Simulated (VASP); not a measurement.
# Hf (P6_3/mmc) in VASP: a series of runs, part 2 of 2

VASP 6.6.1. The steps go on from the part before.

## 4. Single point, PBEsol (volume scaled by 1.12)

File INCAR:

```
SYSTEM = Hf
PREC = Accurate
ENCUT = 520
EDIFF = 1E-7
ISMEAR = -1
SIGMA = 0.1
LREAL = .FALSE.
LASPH = .TRUE.
NELM = 60
ALGO = Normal
ISIF = 2
LWAVE = .FALSE.
LCHARG = .TRUE.
GGA = PS
LELF = .TRUE.
LVHAR = .TRUE.
NBANDS = 17
```

File KPOINTS:

```
Automatic mesh
0
G
  19 19 10
  0 0 0
```

File POSCAR:

```
Hf
1.0
    3.2802790504      0.0000000000      0.0000000000
   -1.6401395252      2.8408049892      0.0000000000
    0.0000000000      0.0000000000      5.1974056267
Hf
2
Direct
    0.3333333333      0.6666666667      0.2500000000
    0.6666666667      0.3333333333      0.7500000000
```

Potentials or basis: VASP PAW PBE potentials, release 64 (Hf_pv).

Run with:

```console
> cat potpaw_PBE.64/Hf_pv/POTCAR > POTCAR
> mpirun -np 1 vasp_std > vasp.out
```

OUTCAR:

```text
SYSTEM = Hf
   PREC = Accurate
   ENCUT = 520
   EDIFF = 1E-7
   ISMEAR = -1
   LREAL = .FALSE.
   LASPH = .TRUE.
   NELM = 60
   ISIF = 2
   GGA = PS

 ion  position               nearest neighbor table
   1  0.333  0.667  0.250-   2 3.22   2 3.22   2 3.22   2 3.22   2 3.22   2 3.22
   2  0.667  0.333  0.750-   1 3.22   1 3.22   1 3.22   1 3.22   1 3.22   1 3.22

  LATTYP: Found a hexagonal cell.
 ALAT       =     3.2802790504
 C/A-ratio  =     1.5844400878

  Lattice vectors:

 A1 = (   3.2802790504,   0.0000000000,   0.0000000000)
 A2 = (  -1.6401395252,   2.8408049892,   0.0000000000)
 A3 = (   0.0000000000,   0.0000000000,   5.1974056267)

Analysis of symmetry for initial positions (statically):
=====================================================================
 Subroutine PRICEL returns:
 Original cell was already a primitive cell.

 Routine SETGRP: Setting up the symmetry group for a
 hexagonal supercell.

 Subroutine GETGRP returns: Found 24 space group operations
 (whereof 12 operations were pure point group operations)
 out of a pool of 24 trial point group operations.

The static configuration has the point symmetry D_3d.
 The point group associated with its full space group is D_6h.

Analysis of symmetry for dynamics (positions and initial velocities):
=====================================================================
 Subroutine PRICEL returns:
 Original cell was already a primitive cell.

 Routine SETGRP: Setting up the symmetry group for a
 hexagonal supercell.

 Subroutine GETGRP returns: Found 24 space group operations
 (whereof 12 operations were pure point group operations)
 out of a pool of 24 trial point group operations.
[... 107 lines left out ...]
   NFREE  =      0    steps in history (QN), initial steepest desc. (CG)
   ISIF   =      2    stress and relaxation
   ISYM   =      2    0-nonsym 1-usesym 2-fastsym
   POTIM  = 0.5000    time-step for ionic-motion
   TEBEG  =    0.0;   TEEND  =   0.0 temperature during run
   PSTRESS=    0.0 pullay stress
   NELECT =      20.0000    total number of electrons
   NUPDOWN=      -1.0000    fix difference up-down
   EMIN   =  10.00;   EMAX   =-10.00  energy-range for DOS
   EFERMI =   0.00;   METHOD = LEGACY
   ISMEAR =    -1;   SIGMA  =   0.10  broadening in eV -4-tet -1-fermi 0-gaus
   EFERMI_NEDOS =   21; number of points for ismear=-14 and -15
   IALGO  =     38    algorithm
   IMIX   =      4    mixing-type and parameters
     AMIX     =   0.40;   BMIX     =  1.00
     AMIX_MAG =   1.60;   BMIX_MAG =  1.00
  volume/ion in A,a.u.               =      24.22       163.42
  Fermi-wavevector in a.u.,A,eV,Ry     =   1.219098  2.303761 20.220972  1.486199
  Thomas-Fermi vector in A             =   2.354362
   LORBIT       =      0    0 simple, 1 ext, 2 COOP (PROOUT), +10 PAW based schemes
   GGA     = PS    functional components
   LHFCALC =     F    Hartree Fock is set to
   AEXX    =    0.0000 exact exchange contribution
   IVDW    =     0    specifies the selected vdW correction
   LEPSILON=     F    determine dielectric tensor
   LRPA    =     F    only Hartree local field effects (RPA)
 non-spin polarized calculation
  energy-cutoff  :      520.00
  volume of cell :       48.43
 maximum number of plane-waves:      1326
   NGX = 13   NGY = 13   NGZ = 19

 number of electron      19.9999995 magnetization

 Free energy of the ion-electron system (eV)
  ---------------------------------------------------
  ext. energy  EPLUGINS =         0.00000000
  ---------------------------------------------------
  free energy    TOTEN  =       -20.83395217 eV

  energy without entropy =      -20.77253148  energy(sigma->0) =      -20.80324182

 E-fermi :   4.2168     XC(G=0): -11.0339

 val. band max:        4.2098376105   @ k =   0.0526   0.0000   0.2000
 cond. band min:       4.2178145118   @ k =   0.3684   0.2632   0.3000
 fundamental gap:      0.0079769014
 Fermi energy:         4.2167587018

 k-point     1 :       0.0000    0.0000    0.0000
  band No.  band energies     occupation
      1     -26.8800      2.00000
      2     -26.3106      2.00000
      3     -26.3106      2.00000
      4     -26.2160      2.00000
      5     -26.2113      2.00000
      6     -26.2113      2.00000
[... 457 lines left out ...]
      4     -26.4383      2.00000
      5     -26.3437      2.00000
      6     -26.2976      2.00000
[... 9 lines left out ...]
     16       9.4328      0.00000
     17       9.8657      0.00000

 [... further k-points ...]
[... 5 lines left out ...]
  --------------------------------------------------------------------------------------
  -------------------------------------------------------------------------------------
  Total       -3.2653620     -3.2653620     -3.4089872      0.0000000     -0.0000000      0.0000000
  in kB     -108.0197323   -108.0197323   -112.7709204      0.0000000     -0.0000000      0.0000000
  external PRESSURE =    -109.6034617 kB  Pullay stress =       0.0000000 kB

 VOLUME and BASIS-vectors are now :
 -----------------------------------------------------------------------------
  energy-cutoff  :      520.00
  volume of cell :       48.43
      direct lattice vectors                 reciprocal lattice vectors
     3.280279050  0.000000000  0.000000000     0.304852113  0.176006450  0.000000000
    -1.640139525  2.840804989  0.000000000     0.000000000  0.352012899  0.000000000
     0.000000000  0.000000000  5.197405627     0.000000000  0.000000000  0.192403686

 POSITION                                       TOTAL-FORCE (eV/Angst)
 -----------------------------------------------------------------------------------
     -0.00000      1.89387      1.29935        -0.000000      0.000000      0.000000
      1.64014      0.94693      3.89805         0.000000      0.000000      0.000000
 -----------------------------------------------------------------------------------
    total drift:                               -0.000000      0.000000     -0.000000

  FREE ENERGIE OF THE ION-ELECTRON SYSTEM (eV)
  ---------------------------------------------------
  free  energy   TOTEN  =       -20.8339521667 eV

  energy  without entropy=      -20.7725314784  energy(sigma->0) =      -20.80324182
```

stdout:

```text
POSCAR found type information on POSCAR Hf
 POSCAR found :  1 types and       2 ions
 scaLAPACK will be used
 -----------------------------------------------------------------------------
|                                                                             |
|                                                                             |
|     You enforced a specific xc type in the INCAR file but a different       |
|     I HOPE YOU KNOW WHAT YOU ARE DOING!                                     |
|                                                                             |
 -----------------------------------------------------------------------------

 LDA part: xc-table for (Slater+PW92), standard interpolation
 POSCAR, INCAR and KPOINTS ok, starting setup
 FFT: planning ... GRIDC
 FFT: planning ... GRID_SOFT
 FFT: planning ... GRID
 WAVECAR not read
 entering main loop
```

Wall time 55 s (1 thread of Intel Xeon 6975P-C (Granite Rapids), shared host); peak memory 0.28 GiB.

Results:

```yaml
Free_energy: -20.8340 eV
Pressure: -11.0 GPa
Band_gap_on_the_k_mesh: zero (band 10 reaches 5.37 eV, above the bottom of band 11 at 3.84 eV)
```

Caveat: the PAW data sets were made with another functional, which shifts forces and pressure a little; spin-orbit coupling is left out, which moves the levels of the heavy elements.

## 5. Summary

```tsv
cell	gap on the mesh (eV)	pressure (GPa)
a = 3.200, b = 3.200, c = 5.071 Å, angles 90.0, 90.0, 120.0°, 2 atoms	none	-4.6
a = 3.241, b = 3.241, c = 5.135 Å, angles 90.0, 90.0, 120.0°, 2 atoms	none	-8.0
a = 3.280, b = 3.280, c = 5.197 Å, angles 90.0, 90.0, 120.0°, 2 atoms	none	-11.0
```

Alike in all rows: task single point; level PBEsol; potentials or basis VASP PAW PBE potentials, release 64 (Hf_pv); no spin polarisation; k mesh 19 × 19 × 10; cutoff (eV) 520; smearing fermi-dirac 0.1 eV.

Caveats: the PAW data sets were made with another functional, which shifts forces and pressure a little; spin-orbit coupling is left out, which moves the levels of the heavy elements.

Total energies depend on the potentials used, so only differences within one code and one set of settings carry meaning.
